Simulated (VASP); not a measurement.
# ErSc2Sb3 (P-3m1) in VASP: further runs

ErSc2Sb3 is run at these levels: PBE; tasks: single point.

Everything below comes from runs of VASP 6.6.1. Logs are shortened: lines on timing, memory, paths and dates and some standing lists are left out, and cuts for length are marked.

**1. The cell of the first run**

The structure is trigonal, space group P-3m1 (No. 164). The conventional cell has a = 4.226 Å, b = 4.226 Å, c = 10.334 Å, α = 90.00°, β = 90.00°, γ = 120.00°. Er (site symmetry -3m) has 6 Sb at 3.05 Å within 4.0 Å. Within 3.9 Å of Sc (site symmetry 3m) lie 6 Sb at 2.95 to 2.96 Å. Sb (site symmetry 3m) has 3 Sc at 2.95 Å and 3 Er at 3.05 Å within 3.9 Å. Within 3.9 Å of Sb (site symmetry -3m) lie 6 Sc at 2.96 Å.

The cell was generated, and may not be a known phase.

**2. Single point, PBE**

Contents of INCAR:

```
SYSTEM = ErSc2Sb3
PREC = Accurate
ENCUT = 500
EDIFF = 1E-6
ISMEAR = 0
SIGMA = 0.1
LREAL = .False.
LASPH = .True.
NELM = 200
ALGO = Normal
ISIF = 2
LWAVE = .False.
LCHARG = .True.
GGA = PE
LELF = .True.
LVHAR = .True.
NBANDS = 32
GGA_COMPAT = .False.
LMAXMIX = 6
```

Contents of KPOINTS:

```
Automatic mesh
0
Gamma
  12 12 4
  0 0 0
```

Contents of POSCAR:

```
ErSc2Sb3
1.0
    4.2256227649      0.0000000000      0.0000000000
   -2.1128113824      3.6594966612      0.0000000000
    0.0000000000      0.0000000000     10.3340460624
Er Sc Sb
1 2 3
Direct
    0.0000000000      0.0000000000      0.0000000000
    0.3333333333      0.6666666667      0.6620034667
    0.6666666667      0.3333333333      0.3379965333
    0.3333333333      0.6666666667      0.1773561633
    0.6666666667      0.3333333333      0.8226438367
    0.0000000000      0.0000000000      0.5000000000
```

Potentials or basis: VASP PAW PBE potentials, release 64 (Er_3, Sc_sv, Sb), 4f in core.

Command:

```sh
> cat potpaw_PBE.64/Er_3/POTCAR potpaw_PBE.64/Sc_sv/POTCAR potpaw_PBE.64/Sb/POTCAR > POTCAR
> mpirun -np 1 vasp_std > vasp.out
```

OUTCAR:

```text
SYSTEM = ErSc2Sb3
   PREC = Accurate
   ENCUT = 500
   EDIFF = 1E-6
   ISMEAR = 0
   LREAL = .False.
   LASPH = .True.
   NELM = 200
   ISIF = 2
   GGA = PE

 ion  position               nearest neighbor table
   1  0.000  0.000  0.000-   4 3.05   5 3.05   4 3.05   5 3.05   5 3.05   4 3.05
   2  0.333  0.667  0.662-   5 2.95   5 2.95   5 2.95   6 2.96   6 2.96   6 2.96
   3  0.667  0.333  0.338-   4 2.95   4 2.95   4 2.95   6 2.96   6 2.96   6 2.96
   4  0.333  0.667  0.177-   3 2.95   3 2.95   3 2.95   1 3.05   1 3.05   1 3.05
   5  0.667  0.333  0.823-   2 2.95   2 2.95   2 2.95   1 3.05   1 3.05   1 3.05
   6  0.000  0.000  0.500-   2 2.96   3 2.96   2 2.96   3 2.96   3 2.96   2 2.96

  LATTYP: Found a hexagonal cell.
 ALAT       =     4.2256227649
 C/A-ratio  =     2.4455675855

  Lattice vectors:

 A1 = (   4.2256227649,   0.0000000000,   0.0000000000)
 A2 = (  -2.1128113824,   3.6594966612,   0.0000000000)
 A3 = (   0.0000000000,   0.0000000000,  10.3340460624)

Analysis of symmetry for initial positions (statically):
=====================================================================
 Subroutine PRICEL returns:
 Original cell was already a primitive cell.

 Routine SETGRP: Setting up the symmetry group for a
 hexagonal supercell.

 Subroutine GETGRP returns: Found 12 space group operations
 (whereof 12 operations were pure point group operations)
 out of a pool of 24 trial point group operations.

The static configuration has the point symmetry D_3d.

Analysis of symmetry for dynamics (positions and initial velocities):
=====================================================================
 Subroutine PRICEL returns:
 Original cell was already a primitive cell.

 Routine SETGRP: Setting up the symmetry group for a
 hexagonal supercell.

 Subroutine GETGRP returns: Found 12 space group operations
 (whereof 12 operations were pure point group operations)
 out of a pool of 24 trial point group operations.

The dynamic configuration has the point symmetry D_3d.

 Subroutine INISYM returns: Found 12 space group operations
 (whereof 12 operations are pure point group operations),
 and found     1 'primitive' translations

----------------------------------------------------------------------------------------

                                     Primitive cell

  volume of cell :     159.8021

  direct lattice vectors                    reciprocal lattice vectors
     4.225622765  0.000000000  0.000000000     0.236651508  0.136630812  0.000000000
    -2.112811382  3.659496661  0.000000000     0.000000000  0.273261624  0.000000000
     0.000000000  0.000000000 10.334046062     0.000000000  0.000000000  0.096767519

  length of vectors
     4.225622765  4.225622765 10.334046062     0.273261624  0.273261624  0.096767519

  position of ions in fractional coordinates (direct lattice)
     0.000000000  0.000000000  0.000000000
     0.333333333  0.666666667  0.662003467
     0.666666667  0.333333333  0.337996533
     0.333333333  0.666666667  0.177356163
     0.666666667  0.333333333  0.822643837
     0.000000000  0.000000000  0.500000000

  ion indices of the primitive-cell ions
   primitive index   ion index
                 1           1
                 2           2
                 3           3
                 4           4
                 5           5
                 6           6

----------------------------------------------------------------------------------------

 KPOINTS: Automatic mesh

Automatic generation of k-mesh.
 Grid dimensions read from file:
 generate k-points for:   12   12    4

 Generating k-lattice:

  Cartesian coordinates                     Fractional coordinates (reciprocal lattice)
     0.019720959  0.011385901  0.000000000     0.083333333  0.000000000  0.000000000
     0.000000000  0.022771802  0.000000000     0.000000000  0.083333333  0.000000000
     0.000000000  0.000000000  0.024191880     0.000000000  0.000000000  0.250000000

  Length of vectors
     0.022771802  0.022771802  0.024191880

  Shift w.r.t. Gamma in fractional coordinates (k-lattice)
     0.000000000  0.000000000  0.000000000

 Subroutine IBZKPT returns following result:
 ===========================================

 Found     69 irreducible k-points:

 Following reciprocal coordinates:
            Coordinates               Weight
  0.000000  0.000000  0.000000      1.000000
  0.083333  0.000000  0.000000      6.000000
  0.166667 -0.000000  0.000000      6.000000
  0.250000  0.000000  0.000000      6.000000
  0.333333  0.000000  0.000000      6.000000
  0.416667  0.000000  0.000000      6.000000
[... 16 lines left out ...]
  0.166667 -0.000000  0.250000      6.000000
  0.000000  0.166667  0.250000      6.000000
 [... further k-points ...]
   k-points           NKPTS =     69   k-points in BZ     NKDIM =     69   number of bands    NBANDS=     32
   number of dos      NEDOS =    301   number of ions     NIONS =      6
   total plane-waves  NPLWV =  81920
   dimension x,y,z NGX =    32 NGY =   32 NGZ =   80
   dimension x,y,z NGXF=    64 NGYF=   64 NGZF=  160
   ions per type =               1   2   3
   NGX,Y,Z   is equivalent  to a cutoff of  12.59, 12.59, 12.87 a.u.
   NGXF,Y,Z  is equivalent  to a cutoff of  25.18, 25.18, 25.74 a.u.
 SYSTEM =  ErSc2Sb3
   PREC   = accura    normal or accurate (medium, high low for compatibility)
   ISTART =      0    job   : 0-new  1-cont  2-samecut
   ICHARG =      2    charge: 1-file 2-atom 10-const
   ISPIN  =      1    spin polarized calculation?
   LNONCOLLINEAR =      F non collinear calculations
   LSORBIT =      F    spin-orbit coupling
   LASPH  =      T    aspherical Exc in radial PAW
   ENCUT  =  500.0 eV  36.75 Ry    6.06 a.u.   7.70  7.70 18.84*2*pi/ulx,y,z
   NELM   =    200;   NELMIN=  2; NELMDL= -5     # of ELM steps
   EDIFF  = 0.1E-05   stopping-criterion for ELM
   LREAL  =      F    real-space projection
   EDIFFG = 0.1E-04   stopping-criterion for IOM
   NSW    =      0    number of steps for IOM
   IBRION =     -1    ionic relax: 0-MD 1-quasi-New 2-CG
   NFREE  =      0    steps in history (QN), initial steepest desc. (CG)
   ISIF   =      2    stress and relaxation
   ISYM   =      2    0-nonsym 1-usesym 2-fastsym
   POTIM  = 0.5000    time-step for ionic-motion
   TEBEG  =    0.0;   TEEND  =   0.0 temperature during run
   PSTRESS=    0.0 pullay stress
   NELECT =      46.0000    total number of electrons
   NUPDOWN=      -1.0000    fix difference up-down
   EMIN   =  10.00;   EMAX   =-10.00  energy-range for DOS
   EFERMI =   0.00;   METHOD = LEGACY
   ISMEAR =     0;   SIGMA  =   0.10  broadening in eV -4-tet -1-fermi 0-gaus
   EFERMI_NEDOS =   21; number of points for ismear=-14 and -15
   IALGO  =     38    algorithm
   IMIX   =      4    mixing-type and parameters
     AMIX     =   0.40;   BMIX     =  1.00
     AMIX_MAG =   1.60;   BMIX_MAG =  1.00
  volume/ion in A,a.u.               =      26.63       179.73
  Fermi-wavevector in a.u.,A,eV,Ry     =   1.080936  2.042673 15.897353  1.168422
  Thomas-Fermi vector in A             =   2.216940
   LORBIT       =      0    0 simple, 1 ext, 2 COOP (PROOUT), +10 PAW based schemes
   GGA     = PE    functional components
   LHFCALC =     F    Hartree Fock is set to
   AEXX    =    0.0000 exact exchange contribution
   IVDW    =     0    specifies the selected vdW correction
   LEPSILON=     F    determine dielectric tensor
   LRPA    =     F    only Hartree local field effects (RPA)
 non-spin polarized calculation
 Gauss-broadening in eV      SIGMA  =   0.10
  energy-cutoff  :      500.00
  volume of cell :      159.80
 maximum number of plane-waves:      4082
 NGX is ok and might be reduce to    32
   NGX = 15   NGY = 15   NGZ = 37

 number of electron      45.9999996 magnetization

 Free energy of the ion-electron system (eV)
  ---------------------------------------------------
  ext. energy  EPLUGINS =         0.00000000
  ---------------------------------------------------
  free energy    TOTEN  =       -35.32066479 eV

  energy without entropy =      -35.31507253  energy(sigma->0) =      -35.31786866

 E-fermi :   5.7015     XC(G=0):  -9.9255

 val. band max:        5.7012325464   @ k =   0.0000   0.0000   0.2500
 cond. band min:       5.7234264854   @ k =   0.0833   0.0000   0.2500
 fundamental gap:      0.0221939390
 Fermi energy:         5.7015079152

 k-point     1 :       0.0000    0.0000    0.0000
  band No.  band energies     occupation
      1     -44.3131      2.00000
      2     -44.3119      2.00000
      3     -22.9512      2.00000
      4     -22.9319      2.00000
      5     -22.9311      2.00000
      6     -22.9311      2.00000
[... 24 lines left out ...]
     31       7.4284      0.00000
     32       7.7876      0.00000

 k-point     2 :       0.0833    0.0000    0.0000
  band No.  band energies     occupation
      1     -44.3130      2.00000
      2     -44.3118      2.00000
      3     -22.9507      2.00000
      4     -22.9340      2.00000
      5     -22.9319      2.00000
      6     -22.9316      2.00000
[... 24 lines left out ...]
     31       7.7170      0.00000
     32       7.9860      0.00000

 k-point     3 :       0.1667   -0.0000    0.0000
  band No.  band energies     occupation
      1     -44.3127      2.00000
      2     -44.3116      2.00000
      3     -22.9492      2.00000
      4     -22.9392      2.00000
      5     -22.9354      2.00000
      6     -22.9336      2.00000
[... 24 lines left out ...]
     31       8.0196      0.00000
     32       8.1808      0.00000

 k-point     4 :       0.2500    0.0000    0.0000
  band No.  band energies     occupation
      1     -44.3123      2.00000
      2     -44.3113      2.00000
      3     -22.9486      2.00000
      4     -22.9454      2.00000
      5     -22.9400      2.00000
      6     -22.9357      2.00000
[... 654 lines left out ...]
     31       7.7428      0.00000
     32       8.0671      0.00000

 k-point    23 :       0.1667   -0.0000    0.2500
  band No.  band energies     occupation
      1     -44.3127      2.00000
      2     -44.3116      2.00000
      3     -22.9492      2.00000
      4     -22.9392      2.00000
      5     -22.9354      2.00000
      6     -22.9336      2.00000
[... 24 lines left out ...]
     31       7.9805      0.00000
     32       8.0754      0.00000

 k-point    24 :       0.0000    0.1667    0.2500
  band No.  band energies     occupation
      1     -44.3127      2.00000
      2     -44.3116      2.00000
      3     -22.9492      2.00000
      4     -22.9392      2.00000
      5     -22.9354      2.00000
      6     -22.9337      2.00000
[... 24 lines left out ...]
     31       7.8995      0.00000
     32       8.1170      0.00000

 [... further k-points ...]

------------------------ aborting loop because EDIFF is reached ----------------------------------------

  FORCE on cell =-STRESS in cart. coord.  units (eV):
  Direction    XX          YY          ZZ          XY          YZ          ZX
  --------------------------------------------------------------------------------------
  -------------------------------------------------------------------------------------
  Total        0.1897456      0.1897456      0.1985388      0.0000000      0.0000000      0.0000000
  in kB        1.9023914      1.9023914      1.9905517      0.0000000      0.0000000      0.0000000
  external PRESSURE =       1.9317782 kB  Pullay stress =       0.0000000 kB

 VOLUME and BASIS-vectors are now :
 -----------------------------------------------------------------------------
  energy-cutoff  :      500.00
  volume of cell :      159.80
      direct lattice vectors                 reciprocal lattice vectors
     4.225622765  0.000000000  0.000000000     0.236651508  0.136630812  0.000000000
    -2.112811382  3.659496661  0.000000000     0.000000000  0.273261624  0.000000000
     0.000000000  0.000000000 10.334046062     0.000000000  0.000000000  0.096767519

 POSITION                                       TOTAL-FORCE (eV/Angst)
 -----------------------------------------------------------------------------------
      0.00000      0.00000      0.00000        -0.000000      0.000000      0.000000
     -0.00000      2.43966      6.84117        -0.000000      0.000000     -0.001676
      2.11281      1.21983      3.49287         0.000000     -0.000000      0.001676
     -0.00000      2.43966      1.83281        -0.000000      0.000000      0.025856
      2.11281      1.21983      8.50124        -0.000000     -0.000000     -0.025856
      0.00000      0.00000      5.16702        -0.000000      0.000000      0.000000
 -----------------------------------------------------------------------------------
    total drift:                               -0.000000      0.000000      0.000000

  FREE ENERGIE OF THE ION-ELECTRON SYSTEM (eV)
  ---------------------------------------------------
  free  energy   TOTEN  =       -35.3206647912 eV

  energy  without entropy=      -35.3150725292  energy(sigma->0) =      -35.31786866
```

Wall time 5.7 min (1 thread of Intel Xeon Platinum 8488C (Sapphire Rapids), shared host); peak memory 0.5 GiB.

What came out:

```
Free energy            : -35.3207 eV
Pressure               : 0.2 GPa
Largest force          : 0.026 eV/Å
Band gap on the k mesh : zero (bands 23 and 24 overlap by 1.35 eV)
```

Forces on the atoms (eV/Å):
```
Er   0.000  0.000  0.000
Sc   0.000  0.000 -0.002
Sc   0.000  0.000  0.002
Sb   0.000  0.000  0.026
Sb   0.000  0.000 -0.026
Sb   0.000  0.000  0.000
```

Levels at points of the mesh, in eV from the Fermi level:
| k point | band 20 | band 21 | band 22 | band 23 | band 24 | band 25 | band 26 | band 27 |
| --- | --- | --- | --- | --- | --- | --- | --- | --- |
| (0.00, 0.00, 0.00) | -1.36 | 0.80 | 0.80 | 0.83 | 0.99 | 0.99 | 1.03 | 1.24 |
| (0.50, 0.00, 0.00) | -1.64 | -1.53 | -0.91 | -0.87 | -0.51 | 1.42 | 1.69 | 1.74 |
| (0.00, 0.00, 0.50) | -0.50 | -0.50 | -0.36 | -0.36 | 0.96 | 0.96 | 1.27 | 1.27 |
| (0.50, 0.00, 0.50) | -1.73 | -1.70 | -1.29 | -1.09 | 0.41 | 0.50 | 1.82 | 1.92 |

Caveat: spin-orbit coupling is left out, which moves the levels of the heavy elements; the 4f electrons are frozen in the core, so they carry no moment and show no levels.

**3. Single point, PBE, collinear spin**

Contents of INCAR:

```
ALGO = Normal ; EDIFF = 1E-6
ENCUT = 500 ; GGA = PE
GGA_COMPAT = F ; ISIF = 2
ISMEAR = 0 ; ISPIN = 2
LASPH = T ; LCHARG = F
LMAXMIX = 6 ; LORBIT = 11
LREAL = F ; LWAVE = F
MAGMOM = 0 1 1 0 0 0 ; NBANDS = 36
NELM = 200 ; PREC = Accurate
SIGMA = 0.1
```

Contents of KPOINTS:

```
k-points
0
Gamma
  6 6 2
```

Contents of POSCAR:

```
ErSc2Sb3
1.0
    4.2483940804      0.0000000000      0.0000000000
   -2.1241970402      3.6792171989      0.0000000000
    0.0000000000      0.0000000000     10.2234958364
Er Sc Sb
1 2 3
Direct
    0.0000000000      0.0000000000      0.0000000000
    0.3333333333      0.6666666667      0.6619484785
    0.6666666667      0.3333333333      0.3380515215
    0.3333333333      0.6666666667      0.1776997746
    0.6666666667      0.3333333333      0.8223002254
    0.0000000000      0.0000000000      0.5000000000
```

Potentials or basis: VASP PAW PBE potentials, release 64 (Er_3, Sc_sv, Sb), 4f in core.

Command:

```sh
> cat potpaw_PBE.64/Er_3/POTCAR potpaw_PBE.64/Sc_sv/POTCAR potpaw_PBE.64/Sb/POTCAR > POTCAR
> mpirun -np 1 vasp_std > vasp.out
```

It took 2.3 min on 1 thread of Intel Xeon Platinum 8488C (Sapphire Rapids), shared host; peak memory 0.4 GiB.

The run converged. Its results:

```
Free energy                                           : -35.3266 eV
Pressure                                              : 0.3 GPa
Largest force                                         : 0.010 eV/Å
Band gap on the k mesh                                : zero (filled and empty bands overlap)
Net moment                                            : 0.00 μB per cell
Valence electrons inside the program's atomic spheres : Er 8.11; Sc 9.32; Sb 2.58, 2.56 (each value once)
```

Forces on the atoms (eV/Å):
```
Er   0.000  0.000  0.000
Sc   0.000  0.000 -0.010
Sc   0.000  0.000  0.010
Sb   0.000  0.000  0.007
Sb   0.000  0.000 -0.007
Sb   0.000  0.000  0.000
```

Stress tensor (GPa, compression positive):
```
0.08 0.00 0.00
0.00 0.08 0.00
0.00 0.00 0.63
```

Levels at points of the mesh, in eV from the Fermi level:
Spin up:
| k point | band 19 | band 20 | band 21 | band 22 | band 23 | band 24 | band 25 | band 26 | band 27 | band 28 |
| --- | --- | --- | --- | --- | --- | --- | --- | --- | --- | --- |
| (0.00, 0.00, 0.00) | -1.32 | -1.32 | 0.86 | 0.86 | 0.98 | 1.04 | 1.04 | 1.23 | 1.34 | 1.34 |
| (0.50, 0.00, 0.00) | -1.76 | -1.57 | -1.46 | -0.88 | -0.71 | -0.42 | 1.55 | 1.82 | 1.83 | 1.89 |
| (0.00, 0.00, 0.50) | -0.99 | -0.45 | -0.45 | -0.30 | -0.30 | 1.03 | 1.03 | 1.34 | 1.34 | 1.48 |
| (0.50, 0.00, 0.50) | -1.92 | -1.65 | -1.54 | -1.25 | -1.03 | 0.53 | 0.62 | 1.88 | 1.99 | 1.99 |
Spin down:
```tsv
k point	band 20	band 21	band 22	band 23	band 24	band 25	band 26	band 27
(0.00, 0.00, 0.00)	-1.32	0.86	0.86	0.98	1.04	1.04	1.23	1.34
(0.50, 0.00, 0.00)	-1.57	-1.46	-0.88	-0.71	-0.42	1.55	1.82	1.83
(0.00, 0.00, 0.50)	-0.45	-0.45	-0.30	-0.30	1.03	1.03	1.34	1.34
(0.50, 0.00, 0.50)	-1.65	-1.54	-1.25	-1.03	0.53	0.62	1.88	1.99
```

Caveat: the magnetic or orbital state may not be the lowest; the moments typed at the start vanished in this run; spin-orbit coupling is left out, which moves the levels of the heavy elements; the 4f electrons are frozen in the core, so they carry no moment and show no levels.

The gap in the log of VASP goes by the Fermi energy; the results here count the filled bands.